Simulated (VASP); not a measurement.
A run of VASP 6.6.1:

File INCAR:

```
SYSTEM = Hf
ALGO = Normal
EDIFF = 1E-6
ENCUT = 520
GGA = RE
ISIF = 2
ISMEAR = -1
IVDW = 12
LASPH = .TRUE.
LCHARG = .FALSE.
LREAL = .FALSE.
LWAVE = .FALSE.
NBANDS = 17
NELM = 100
PREC = Accurate
SIGMA = 0.05
```

The input KPOINTS:

```
k-points
0
G
  10 10 5
  0 0 0
```

The input POSCAR:

```
Hf
1.0
    3.1662590078      0.0000000000      0.0000000000
   -1.5831295039      2.7420607357      0.0000000000
    0.0000000000      0.0000000000      5.0040917809
Hf
2
Direct
    0.6666666667      0.3333333333      0.7500000000
    0.3333333333      0.6666666667      0.2500000000
```

Potentials or basis: VASP PAW PBE potentials, release 64 (Hf_pv).

Command:

```sh
$ cat potpaw_PBE.64/Hf_pv/POTCAR > POTCAR
$ mpirun -np 1 vasp_std > vasp.out
```

Hardware: 1 thread of Intel(R) Xeon(R) 6975P-C (Granite Rapids), on a shared host.

Problem. Estimate the wall time of this run.

Solution. It took 9.3 s on 1 thread of Intel(R) Xeon(R) 6975P-C (Granite Rapids), on a shared host, peak memory 0.17 GiB. Counts: scf iterations 12, k points 42.
